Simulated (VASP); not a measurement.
Wanted: the native input for a VASP 6.6.1 run.

```
Task                   : single point
Functional             : PBE
Potentials or basis    : VASP PAW PBE potentials, release 64 (Ba_sv)
Cutoff                 : 520 eV
k mesh                 : 5 × 5 × 5
Occupations            : fermi-dirac, width 0.05 eV
Spin                   : no spin polarisation
Dipole correction      : no
Further INCAR settings : ALGO = Fast; EDIFF = 1e-06; NBANDS = 28
```

The structure of Ba lies in POSCAR:

```
Ba
1.0
   -4.1311947479      4.1311947479      3.8367706453
    4.1311947479     -4.1311947479      3.8367706453
    4.1311947479      4.1311947479     -3.8367706453
Ba
4
Direct
    0.6859350000      0.1838690000      0.8602340000
    0.3130710000      0.8172540000      0.1376880000
    0.1871420000      0.3189790000      0.5009520000
    0.8268570000      0.6923590000      0.5088430000
```

This cell differs from its parent crystal: atoms moved at random.

These files were run (other wordings do the same):

INCAR

```
SYSTEM = Ba
ALGO = Fast ; EDIFF = 1E-6
ENCUT = 520 ; GGA = PE
ISIF = 2 ; ISMEAR = -1
LASPH = .True. ; LCHARG = .False.
LREAL = .False. ; LWAVE = .False.
NBANDS = 28 ; NELM = 80
PREC = Accurate ; SIGMA = 0.05
```

KPOINTS

```
k-points
0
Gamma
  5 5 5
  0 0 0
```

Potentials or basis: VASP PAW PBE potentials, release 64 (Ba_sv).

Launch:

```bash
$ cat potpaw_PBE.64/Ba_sv/POTCAR > POTCAR
$ mpirun -np 1 vasp_std > vasp.out
```

Results of the run:

The pressure is -0.1 GPa. The largest force is 0.185 eV/Å. The band gap on the k mesh is zero (bands 20 and 21 overlap by 0.26 eV).

Caveat: the cell differs from its parent crystal (atoms moved at random); spin-orbit coupling is left out, which moves the levels of the heavy elements.

It took 12 min on 1 thread of Intel(R) Xeon(R) Platinum 8375C CPU @ 2.90GHz (Ice Lake), with other jobs on the host, peak memory 0.61 GiB.
